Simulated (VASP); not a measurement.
# MnO (Fm-3m) in VASP: settings compared, part 2 of 2

VASP 6.6.1. The steps go on from the part before.

**4. Single point, LDA, collinear spin, ferromagnetic start (volume scaled by 0.94)**

Contents of INCAR:

```
  ALGO = Normal
  EDIFF = 1E-6
  ENCUT = 520
  ISIF = 2
  ISMEAR = -1
  ISPIN = 2
  LASPH = T
  LCHARG = T
  LELF = T
  LMAXMIX = 4
  LORBIT = 11
  LREAL = F
  LVHAR = T
  LWAVE = F
  MAGMOM = 4 0
  NBANDS = 20
  NELM = 150
  PREC = Accurate
  SIGMA = 0.05
```

Contents of KPOINTS:

```
k-points
0
Gamma
  10 10 10
```

Contents of POSCAR:

```
MnO
1.0
    0.0000000000      2.1785090927      2.1785090927
    2.1785090927      0.0000000000      2.1785090927
    2.1785090927      2.1785090927      0.0000000000
Mn O
1 1
Direct
    0.0000000000      0.0000000000      0.0000000000
    0.5000000000      0.5000000000      0.5000000000
```

Potentials or basis: VASP PAW LDA potentials, release 64 (Mn_pv, O).

Command:

```console
$ cat potpaw_LDA.64/Mn_pv/POTCAR potpaw_LDA.64/O/POTCAR > POTCAR
$ mpirun -np 1 vasp_std > vasp.out
```

Wall time 86 s (1 thread of Intel Xeon 6975P-C, shared host); peak memory 0.12 GiB.

It converged, with:

```yaml
Free_energy: -17.7157 eV
Pressure: -13.3 GPa
Net_moment: 4.29 μB per cell
Site_moments: Mn +3.93; O +0.17 μB
Valence_electrons_inside_the_program's_atomic_spheres: Mn 11.45; O 4.95
```

Levels at points of the mesh, in eV from the Fermi level:
Spin up:
```
           k point  band 9  band 10  band 11  band 12  band 13  band 14  band 15  band 16
(0.00, 0.00, 0.00)   -3.03    -3.03    -2.50    -2.50    -0.08    14.20    16.82    16.82
(0.50, 0.00, 0.00)   -2.00    -1.59     0.51     0.51     3.67     8.25    12.25    12.25
(0.50, 0.50, 0.00)   -2.01    -1.68    -1.68    -1.53     5.51     8.11    10.83    14.26
```
Spin down:
| k point | band 4 | band 5 | band 6 | band 7 | band 8 | band 9 | band 10 | band 11 |
| --- | --- | --- | --- | --- | --- | --- | --- | --- |
| (0.00, 0.00, 0.00) | -20.17 | -3.75 | -3.75 | -3.75 | 0.12 | 0.12 | 0.12 | 0.81 |
| (0.50, 0.00, 0.00) | -19.03 | -8.05 | -5.44 | -5.44 | 1.46 | 1.46 | 1.47 | 3.36 |
| (0.50, 0.50, 0.00) | -19.10 | -6.96 | -4.77 | -4.77 | -1.55 | 1.45 | 1.81 | 1.93 |

Caveat: a cell with one magnetic atom can't hold antiferromagnetic order, which such compounds often take; semilocal functionals often make such compounds metallic where correlation or magnetic order opens a gap, which also shifts bond lengths.

**5. Single point, LDA, collinear spin, ferromagnetic start (volume scaled by 0.96)**

Contents of INCAR:

```
PREC = Accurate
ENCUT = 520
EDIFF = 1E-6
ISMEAR = -1
SIGMA = 0.05
LREAL = False
LASPH = True
NELM = 150
ALGO = Normal
ISIF = 2
LWAVE = False
LCHARG = False
ISPIN = 2
MAGMOM = 4 0
LORBIT = 11
LMAXMIX = 4
NBANDS = 20
```

Contents of KPOINTS:

```
regular mesh
0
Gamma
  10 10 10
```

Contents of POSCAR:

```
MnO
1.0
    0.0000000000      2.1938512115      2.1938512115
    2.1938512115      0.0000000000      2.1938512115
    2.1938512115      2.1938512115      0.0000000000
Mn O
1 1
Direct
    0.0000000000      0.0000000000      0.0000000000
    0.5000000000      0.5000000000      0.5000000000
```

Potentials or basis: VASP PAW LDA potentials, release 64 (Mn_pv, O).

Command:

```console
$ cat potpaw_LDA.64/Mn_pv/POTCAR potpaw_LDA.64/O/POTCAR > POTCAR
$ mpirun -np 1 vasp_std > vasp.out
```

OUTCAR:

```text
PREC = Accurate
   ENCUT = 520
   EDIFF = 1E-6
   ISMEAR = -1
   LREAL = False
   LASPH = True
   NELM = 150
   ISIF = 2
   ISPIN = 2
   LORBIT = 11

 ion  position               nearest neighbor table
   1  0.000  0.000  0.000-   2 2.19   2 2.19   2 2.19   2 2.19   2 2.19   2 2.19
   2  0.500  0.500  0.500-   1 2.19   1 2.19   1 2.19   1 2.19   1 2.19   1 2.19

  LATTYP: Found a face centered cubic cell.
 ALAT       =     4.3877024230

  Lattice vectors:

 A1 = (   0.0000000000,   2.1938512115,   2.1938512115)
 A2 = (   2.1938512115,   0.0000000000,   2.1938512115)
 A3 = (   2.1938512115,   2.1938512115,   0.0000000000)

Analysis of symmetry for initial positions (statically):
=====================================================================
 Subroutine PRICEL returns:
 Original cell was already a primitive cell.

 Routine SETGRP: Setting up the symmetry group for a
 face centered cubic supercell.

 Subroutine GETGRP returns: Found 48 space group operations
 (whereof 48 operations were pure point group operations)
 out of a pool of 48 trial point group operations.

The static configuration has the point symmetry O_h .

Analysis of symmetry for dynamics (positions and initial velocities):
=====================================================================
 Subroutine PRICEL returns:
 Original cell was already a primitive cell.

 Routine SETGRP: Setting up the symmetry group for a
 face centered cubic supercell.

 Subroutine GETGRP returns: Found 48 space group operations
 (whereof 48 operations were pure point group operations)
 out of a pool of 48 trial point group operations.

The dynamic configuration has the point symmetry O_h .

Analysis of structural, dynamic, and magnetic symmetry:
=====================================================================
 Subroutine PRICEL returns:
 Original cell was already a primitive cell.

 Routine SETGRP: Setting up the symmetry group for a
 face centered cubic supercell.

 Subroutine GETGRP returns: Found 48 space group operations
 (whereof 48 operations were pure point group operations)
 out of a pool of 48 trial point group operations.

The overall configuration has the point symmetry O_h .

 Subroutine INISYM returns: Found 48 space group operations
 (whereof 48 operations are pure point group operations),
 and found     1 'primitive' translations

----------------------------------------------------------------------------------------

                                     Primitive cell

  volume of cell :      21.1179

  direct lattice vectors                    reciprocal lattice vectors
     0.000000000  2.193851212  2.193851212    -0.227909713  0.227909713  0.227909713
     2.193851212  0.000000000  2.193851212     0.227909713 -0.227909713  0.227909713
     2.193851212  2.193851212  0.000000000     0.227909713  0.227909713 -0.227909713

  length of vectors
     3.102574137  3.102574137  3.102574137     0.394751202  0.394751202  0.394751202

  position of ions in fractional coordinates (direct lattice)
     0.000000000  0.000000000  0.000000000
     0.500000000  0.500000000  0.500000000

  ion indices of the primitive-cell ions
   primitive index   ion index
                 1           1
                 2           2

----------------------------------------------------------------------------------------

 KPOINTS: regular mesh
[... 62 lines left out ...]
   ISPIN  =      2    spin polarized calculation?
   LNONCOLLINEAR =      F non collinear calculations
   LSORBIT =      F    spin-orbit coupling
   LASPH  =      T    aspherical Exc in radial PAW
   ENCUT  =  520.0 eV  38.22 Ry    6.18 a.u.   5.77  5.77  5.77*2*pi/ulx,y,z
   NELM   =    150;   NELMIN=  2; NELMDL= -5     # of ELM steps
   EDIFF  = 0.1E-05   stopping-criterion for ELM
   LREAL  =      F    real-space projection
   EDIFFG = 0.1E-04   stopping-criterion for IOM
   NSW    =      0    number of steps for IOM
   IBRION =     -1    ionic relax: 0-MD 1-quasi-New 2-CG
   NFREE  =      0    steps in history (QN), initial steepest desc. (CG)
   ISIF   =      2    stress and relaxation
   ISYM   =      2    0-nonsym 1-usesym 2-fastsym
   POTIM  = 0.5000    time-step for ionic-motion
   TEBEG  =    0.0;   TEEND  =   0.0 temperature during run
   PSTRESS=    0.0 pullay stress
   NELECT =      19.0000    total number of electrons
   NUPDOWN=      -1.0000    fix difference up-down
   EMIN   =  10.00;   EMAX   =-10.00  energy-range for DOS
   EFERMI =   0.00;   METHOD = LEGACY
   ISMEAR =    -1;   SIGMA  =   0.05  broadening in eV -4-tet -1-fermi 0-gaus
   EFERMI_NEDOS =   21; number of points for ismear=-14 and -15
   IALGO  =     38    algorithm
   IMIX   =      4    mixing-type and parameters
     AMIX     =   0.40;   BMIX     =  1.00
     AMIX_MAG =   1.60;   BMIX_MAG =  1.00
  volume/ion in A,a.u.               =      10.56        71.26
  Fermi-wavevector in a.u.,A,eV,Ry     =   1.580431  2.986581 33.984116  2.497762
  Thomas-Fermi vector in A             =   2.680660
   LORBIT       =     11    0 simple, 1 ext, 2 COOP (PROOUT), +10 PAW based schemes
   GGA     = CA    functional components
   LHFCALC =     F    Hartree Fock is set to
   AEXX    =    0.0000 exact exchange contribution
   IVDW    =     0    specifies the selected vdW correction
   LEPSILON=     F    determine dielectric tensor
   LRPA    =     F    only Hartree local field effects (RPA)
 spin polarized calculation
  energy-cutoff  :      520.00
  volume of cell :       21.12
 maximum number of plane-waves:       588
   NGX = 11   NGY = 11   NGZ = 11

 number of electron      19.0000002 magnetization       4.3569207

 Free energy of the ion-electron system (eV)
  ---------------------------------------------------
  ext. energy  EPLUGINS =         0.00000000
  ---------------------------------------------------
  free energy    TOTEN  =       -17.67679948 eV

  energy without entropy =      -17.66727131  energy(sigma->0) =      -17.67203539

 E-fermi :   7.6886     XC(G=0): -12.6197

 val. band max:        7.6882090407   @ k =   0.2000   0.1000   0.0000
 cond. band min:       7.7028348354   @ k =   0.1000   0.1000   0.0000
 fundamental gap:      0.0146257947
 Fermi energy:         7.6885914427

 spin component 1

 k-point     1 :       0.0000    0.0000    0.0000
  band No.  band energies     occupation
      1     -42.0007      1.00000
      2     -42.0007      1.00000
      3     -42.0007      1.00000
      4     -12.7020      1.00000
      5       3.6612      1.00000
      6       3.6612      1.00000
[... 541 lines left out ...]
     19      32.9996      0.00000
     20      34.6251      0.00000

 [... further k-points ...]

 spin component 2

 k-point     1 :       0.0000    0.0000    0.0000
  band No.  band energies     occupation
      1     -38.0479      1.00000
      2     -38.0479      1.00000
      3     -38.0479      1.00000
      4     -12.2822      1.00000
      5       4.0536      1.00000
      6       4.0536      1.00000
[... 541 lines left out ...]
     19      34.0103      0.00000
     20      35.5356      0.00000

 [... further k-points ...]

------------------------ aborting loop because EDIFF is reached ----------------------------------------

  FORCE on cell =-STRESS in cart. coord.  units (eV):
  Direction    XX          YY          ZZ          XY          YZ          ZX
  --------------------------------------------------------------------------------------
  -------------------------------------------------------------------------------------
  Total       -2.0242568     -2.0242568     -2.0242568     -0.0000000      0.0000000     -0.0000000
  in kB     -153.5764680   -153.5764680   -153.5764680     -0.0000000      0.0000000     -0.0000000
  external PRESSURE =    -153.5764680 kB  Pullay stress =       0.0000000 kB

 VOLUME and BASIS-vectors are now :
 -----------------------------------------------------------------------------
  energy-cutoff  :      520.00
  volume of cell :       21.12
      direct lattice vectors                 reciprocal lattice vectors
     0.000000000  2.193851212  2.193851212    -0.227909713  0.227909713  0.227909713
     2.193851212  0.000000000  2.193851212     0.227909713 -0.227909713  0.227909713
     2.193851212  2.193851212  0.000000000     0.227909713  0.227909713 -0.227909713

 POSITION                                       TOTAL-FORCE (eV/Angst)
 -----------------------------------------------------------------------------------
      0.00000      0.00000      0.00000        -0.000000     -0.000000      0.000000
      2.19385      2.19385      2.19385         0.000000      0.000000     -0.000000
 -----------------------------------------------------------------------------------
    total drift:                                0.000000     -0.000000     -0.000000

  FREE ENERGIE OF THE ION-ELECTRON SYSTEM (eV)
  ---------------------------------------------------
  free  energy   TOTEN  =       -17.6767994787 eV

  energy  without entropy=      -17.6672713056  energy(sigma->0) =      -17.67203539

 total charge

# of ion       s       p       d       tot
------------------------------------------
    1        0.212   6.188   5.023  11.423
    2        1.550   3.387   0.000   4.938
--------------------------------------------------
tot          1.762   9.576   5.023  16.361

 magnetization (x)

# of ion       s       p       d       tot
------------------------------------------
    1        0.028   0.020   3.934   3.982
    2        0.029   0.139   0.000   0.168
--------------------------------------------------
tot          0.058   0.158   3.934   4.150
```

OSZICAR:

```text
N       E                     dE             d eps       ncg     rms          rms(c)
DAV:   1     0.166449883190E+03    0.16645E+03   -0.10346E+04  3808   0.113E+03
DAV:   2    -0.120227733165E+02   -0.17847E+03   -0.16668E+03  3856   0.328E+02
DAV:   3    -0.199258830528E+02   -0.79031E+01   -0.78122E+01  4220   0.746E+01
DAV:   4    -0.199826531775E+02   -0.56770E-01   -0.56756E-01  4340   0.648E+00
DAV:   5    -0.199831452020E+02   -0.49202E-03   -0.49202E-03  4180   0.601E-01    0.140E+01
DAV:   6    -0.181449257340E+02    0.18382E+01   -0.89470E+00  5104   0.348E+01    0.128E+01
DAV:   7    -0.177065408416E+02    0.43838E+00   -0.13463E+00  4564   0.177E+01    0.745E+00
DAV:   8    -0.176915091678E+02    0.15032E-01   -0.13733E-01  4128   0.259E+00    0.448E+00
DAV:   9    -0.176745954763E+02    0.16914E-01   -0.26688E-02  4908   0.191E+00    0.115E+00
DAV:  10    -0.176769439918E+02   -0.23485E-02   -0.76209E-03  4224   0.106E+00    0.260E-01
DAV:  11    -0.176768131086E+02    0.13088E-03   -0.94960E-04  4228   0.254E-01    0.108E-01
DAV:  12    -0.176768014905E+02    0.11618E-04   -0.61064E-05  4676   0.839E-02    0.359E-02
DAV:  13    -0.176767984821E+02    0.30084E-05   -0.10682E-05  4340   0.278E-02    0.205E-02
DAV:  14    -0.176767994787E+02   -0.99667E-06   -0.27925E-06  4192   0.128E-02
   1 F= -.17676799E+02 E0= -.17672035E+02  d E =-.952817E-02  mag=     4.3570
```

stdout:

```text
POSCAR found type information on POSCAR MnO
 POSCAR found :  2 types and       2 ions
 scaLAPACK will be used
 LDA part: xc-table for (Slater(with rela. corr.)+CA(PZ))
 , standard interpolation
 POSCAR, INCAR and KPOINTS ok, starting setup
 FFT: planning ... GRIDC
 FFT: planning ... GRID_SOFT
 FFT: planning ... GRID
 WAVECAR not read
 entering main loop
```

Wall time 81 s (1 thread of Intel Xeon 6975P-C, shared host); peak memory 0.12 GiB.

Results:

```yaml
Free_energy: -17.6768 eV
Pressure: -15.4 GPa
Net_moment: 4.36 μB per cell
Site_moments: Mn +3.98; O +0.17 μB
Valence_electrons_inside_the_program's_atomic_spheres: Mn 11.42; O 4.94
```

Levels at points of the mesh, in eV from the Fermi level:
Spin up:
| k point | band 8 | band 9 | band 10 | band 11 | band 12 | band 13 | band 14 | band 15 | band 16 | band 17 |
| --- | --- | --- | --- | --- | --- | --- | --- | --- | --- | --- |
| (0.00, 0.00, 0.00) | -3.01 | -3.01 | -3.01 | -2.49 | -2.49 | -0.18 | 14.14 | 16.64 | 16.64 | 16.64 |
| (0.50, 0.00, 0.00) | -2.02 | -2.02 | -1.61 | 0.45 | 0.45 | 3.62 | 8.07 | 12.10 | 12.10 | 19.07 |
| (0.50, 0.50, 0.00) | -4.13 | -2.02 | -1.71 | -1.71 | -1.58 | 5.35 | 8.00 | 10.71 | 14.02 | 14.02 |
Spin down:
```
           k point  band 3  band 4  band 5  band 6  band 7  band 8  band 9  band 10  band 11  band 12
(0.00, 0.00, 0.00)  -45.74  -19.97   -3.63   -3.63   -3.63    0.19    0.19     0.19     0.75     0.87
(0.50, 0.00, 0.00)  -45.75  -18.88   -7.86   -5.27   -5.27    1.49    1.49     1.49     3.33     3.33
(0.50, 0.50, 0.00)  -45.77  -18.94   -6.80   -4.65   -4.65   -1.43    1.49     1.80     1.95     1.95
```

Caveat: a cell with one magnetic atom can't hold antiferromagnetic order, which such compounds often take; semilocal functionals often make such compounds metallic where correlation or magnetic order opens a gap, which also shifts bond lengths.

**6. Single point, LDA, collinear spin, ferromagnetic start (volume scaled by 0.98)**

Contents of INCAR:

```
SYSTEM = MnO
ALGO = Normal
EDIFF = 1E-6
ENCUT = 520
GGA = CA
ISIF = 2
ISMEAR = -1
ISPIN = 2
LASPH = .True.
LCHARG = .False.
LMAXMIX = 4
LORBIT = 11
LREAL = .False.
LWAVE = .False.
MAGMOM = 4 0
NBANDS = 20
NELM = 150
PREC = Accurate
SIGMA = 0.05
```

Contents of KPOINTS:

```
k-points
0
Gamma
  10 10 10
  0 0 0
```

Contents of POSCAR:

```
MnO
1.0
    0.0000000000      2.2089816980      2.2089816980
    2.2089816980      0.0000000000      2.2089816980
    2.2089816980      2.2089816980      0.0000000000
Mn O
1 1
Direct
    0.0000000000      0.0000000000      0.0000000000
    0.5000000000      0.5000000000      0.5000000000
```

Potentials or basis: VASP PAW LDA potentials, release 64 (Mn_pv, O).

Command:

```console
$ cat potpaw_LDA.64/Mn_pv/POTCAR potpaw_LDA.64/O/POTCAR > POTCAR
$ mpirun -np 1 vasp_std > vasp.out
```

It took 88 s on 1 thread of Intel Xeon 6975P-C, shared host; peak memory 0.12 GiB.

The run converged. Its results:

- Free energy: -17.6335 eV
- Pressure: -16.6 GPa
- Net moment: 4.44 μB per cell
- Site moments: Mn +4.05; O +0.17 μB
- Valence electrons inside the program's atomic spheres: Mn 11.40; O 4.93

Levels at points of the mesh, in eV from the Fermi level:
Spin up:
```tsv
k point	band 10	band 11	band 12	band 13	band 14	band 15
(0.00, 0.00, 0.00)	-3.00	-2.49	-2.49	-0.29	14.07	16.46
(0.50, 0.00, 0.00)	-1.65	0.39	0.39	3.57	7.88	11.95
(0.50, 0.50, 0.00)	-1.75	-1.75	-1.64	5.19	7.88	10.58
```
Spin down:
| k point | band 3 | band 4 | band 5 | band 6 | band 7 | band 8 | band 9 | band 10 | band 11 | band 12 |
| --- | --- | --- | --- | --- | --- | --- | --- | --- | --- | --- |
| (0.00, 0.00, 0.00) | -45.69 | -19.78 | -3.53 | -3.53 | -3.53 | 0.26 | 0.26 | 0.26 | 0.67 | 0.92 |
| (0.50, 0.00, 0.00) | -45.70 | -18.74 | -7.67 | -5.12 | -5.12 | 1.52 | 1.52 | 1.52 | 3.31 | 3.31 |
| (0.50, 0.50, 0.00) | -45.73 | -18.79 | -6.64 | -4.52 | -4.52 | -1.32 | 1.53 | 1.80 | 1.97 | 1.97 |

Caveat: a cell with one magnetic atom can't hold antiferromagnetic order, which such compounds often take; semilocal functionals often make such compounds metallic where correlation or magnetic order opens a gap, which also shifts bond lengths.

**7. The runs side by side**

```tsv
task	level	potentials or basis	spin	cell	cutoff (eV)	gap on the mesh (eV)	pressure (GPa)	moment (μB)
relaxation of cell and atoms	LDA	VASP PAW LDA potentials, release 64 (Mn_pv, O)	collinear, ferromagnetic start	relaxed from a = 3.145 Å, angles 60.0°, 2 atoms	600	none	0.0	3.95
single point	PBEsol	VASP PAW PBE potentials, release 64 (Mn_pv, O)	off	a = 3.145 Å, angles 60.0°, 2 atoms	520	none	-41.0	-
single point	LDA	VASP PAW LDA potentials, release 64 (Mn_pv, O)	collinear, ferromagnetic start	a = 3.081 Å, angles 60.0°, 2 atoms	520	none	-13.3	4.29
single point	LDA	VASP PAW LDA potentials, release 64 (Mn_pv, O)	collinear, ferromagnetic start	a = 3.103 Å, angles 60.0°, 2 atoms	520	none	-15.4	4.36
single point	LDA	VASP PAW LDA potentials, release 64 (Mn_pv, O)	collinear, ferromagnetic start	a = 3.124 Å, angles 60.0°, 2 atoms	520	none	-16.6	4.44
```

Alike in all rows: k mesh 10 × 10 × 10; smearing fermi-dirac 0.05 eV.

Caveats: semilocal functionals often make such compounds metallic where correlation or magnetic order opens a gap, which also shifts bond lengths; a cell with one magnetic atom can't hold antiferromagnetic order, which such compounds often take (some runs); the PAW data sets were made with another functional, which shifts forces and pressure a little (some runs); an odd number of electrons without spin polarisation forces a metal (some runs); a magnetic or distorted state may lie lower (some runs).

Total energies depend on the potentials used, so only differences within one code and one set of settings carry meaning.
